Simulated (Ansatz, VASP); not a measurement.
## SnSe: VASP beside Ansatz

```
Sn Se
1.0
     0.00000    2.98980    2.98980
     2.98980    0.00000    2.98980
     2.98980    2.98980    0.00000
Sn Se
1 1
Direct
  0.00000 0.00000 0.00000
  0.50000 0.50000 0.50000
```

Change from the starting cell: volume scaled by 0.98, PAW files.

Alike in both runs: task electric field gradients; functional LDA; k mesh 9 × 9 × 9; occupations fermi-dirac, width 0.02 eV; no spin polarisation.

```csv
,VASP,Ansatz
version,VASP 6.6.1,Ansatz 0.2.0
potentials or method,"VASP PAW LDA potentials, release 64 (Sn_d, Se)","PAW with Ansatz's default frozen-core files, scalar-relativistic"
plane-wave cutoff (eV),520,420
valence electrons in the cell,20,30
```

|  | VASP | Ansatz | Ansatz less VASP |
| --- | --- | --- | --- |
| pressure (GPa) | -2.2 | -2.3 | -0.08 |

LDA's correlation is that of Perdew and Zunger in VASP and of Perdew and Wang (1992) in Ansatz. VASP's potentials hold 20 valence electrons a cell and Ansatz's 30, so a difference there can come from the potentials and not from the codes.
